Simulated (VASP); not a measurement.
## Pt: single point with PBEsol

The system is Pt.

```
Pt
1.0
    -2.72517    0.00000    0.00000
     0.00000    0.00000   -4.70681
     0.00000   -4.72013    0.00000
Pt
4
Direct
  0.00000 0.24203 0.33333
  0.50000 0.24203 0.83333
  0.50000 0.75797 0.16667
  0.00000 0.75797 0.66667
```

This cell differs from its parent crystal: atoms displaced along a vibrational mode.

| Quantity | Value |
| --- | --- |
| Program | VASP 6.6.1 |
| Task | single point |
| Functional | PBEsol |
| Potentials or basis | VASP PAW PBE potentials, release 64 (Pt) |
| Cutoff | 520 eV |
| k mesh | 22 × 14 × 14 |
| Occupations | gaussian, width 0.15 eV |
| Spin | no spin polarisation |

```
Pressure               : 0.6 GPa
Largest force          : 0.878 eV/Å
Band gap on the k mesh : zero (bands 20 and 21 overlap by 1.26 eV)
```

Forces in eV/Å, atoms in the order of the input:
```
Pt   0.000  0.001 -0.878
Pt   0.000  0.001 -0.878
Pt   0.000 -0.001  0.878
Pt   0.000 -0.001  0.878
```

Stress tensor (GPa, compression positive):
```
0.77 0.00 0.00
0.00 0.74 0.01
0.00 0.01 0.20
```

Levels at points of the mesh, in eV from the Fermi level:
```
           k point  band 17  band 18  band 19  band 20  band 21  band 22  band 23  band 24
(0.00, 0.00, 0.00)    -0.93    -0.23    -0.23     0.04     0.29     0.53     2.31     3.84
(0.50, 0.00, 0.00)    -0.51    -0.51    -0.02    -0.02     2.15     2.15     6.47     6.47
(0.00, 0.50, 0.00)    -0.99    -0.91    -0.72    -0.72     0.40     0.46     1.47     1.81
(0.50, 0.50, 0.00)     0.07     0.07     0.08     0.08     2.99     2.99     3.04     3.04
(0.00, 0.00, 0.50)    -1.99    -1.99    -1.66    -1.66     0.00     0.00     4.82     4.82
(0.50, 0.00, 0.50)     0.29     0.29     0.53     0.53     2.31     2.31     3.84     3.84
(0.00, 0.50, 0.50)    -1.06    -1.06    -0.84    -0.84    -0.45    -0.45    -0.19    -0.19
(0.50, 0.50, 0.50)     0.40     0.40     0.46     0.46     1.47     1.47     1.81     1.81
```

It took 39 min on 1 thread of Oxide Virtual Turin-like Processor (shared host), peak memory 1.3 GiB.

Caveat: the cell differs from its parent crystal (atoms displaced along a vibrational mode); the PAW data sets were made with another functional, which shifts forces and pressure a little; spin-orbit coupling is left out, which moves the levels of the heavy elements.
